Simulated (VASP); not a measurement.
Wanted: the native input for a VASP 6.6.1 run.

```
Task                   : single point
Functional             : PBEsol
Potentials or basis    : VASP PAW PBE potentials, release 64 (Te)
Cutoff                 : 520 eV
k mesh                 : 9 × 9 × 6
Occupations            : gaussian, width 0.05 eV
Spin                   : no spin polarisation
Dipole correction      : no
Further INCAR settings : ALGO = Normal; EDIFF = 1e-06; NBANDS = 16
```

The structure of Te lies in POSCAR:

```
Te
1.0
    4.6859815510      0.0000000000      0.0000000000
   -2.3429907756      4.0581790649      0.0000000000
    0.0000000000      0.0000000000      5.6947545000
Te
3
Direct
    0.8010789660      0.0000000000      0.3333333333
    0.0000000000      0.8010789660      0.6666666667
    0.1989210340      0.1989210340      0.0000000000
```

This cell differs from its parent crystal: strained and its atoms moved.

These files were run (other wordings do the same):

INCAR

```
PREC     = Accurate       # precision mode
ENCUT    = 520            # plane-wave cutoff, eV
EDIFF    = 1E-6           # SCF threshold, eV
ISMEAR   = 0              # smearing method
SIGMA    = 0.05           # smearing width, eV
LREAL    = F              # projectors in reciprocal space
LASPH    = T              # aspherical terms in the spheres
NELM     = 100            # most SCF steps
ALGO     = Normal         # electronic algorithm
ISIF     = 2              # what is computed and relaxed
LWAVE    = F              # write WAVECAR
LCHARG   = F              # write CHGCAR
GGA      = PS             # functional
NBANDS   = 16             # bands
```

KPOINTS

```
regular mesh
0
Gamma
  9 9 6
```

Potentials or basis: VASP PAW PBE potentials, release 64 (Te).

Run with:

```sh
$ cat potpaw_PBE.64/Te/POTCAR > POTCAR
$ mpirun -np 1 vasp_std > vasp.out
```

Results of the run:

The pressure is 13.9 GPa. The largest force is 4.897 eV/Å. The band gap on the k mesh is zero (band 9 reaches 5.30 eV, above the bottom of band 10 at 5.27 eV).

Caveat: the cell differs from its parent crystal (strained and its atoms moved); the PAW data sets were made with another functional, which shifts forces and pressure a little; spin-orbit coupling is left out, which moves the levels of the heavy elements.

It took 110 s on 1 thread of AMD EPYC 7R13 Processor (Zen 3), with other jobs on the host, peak memory 0.23 GiB.
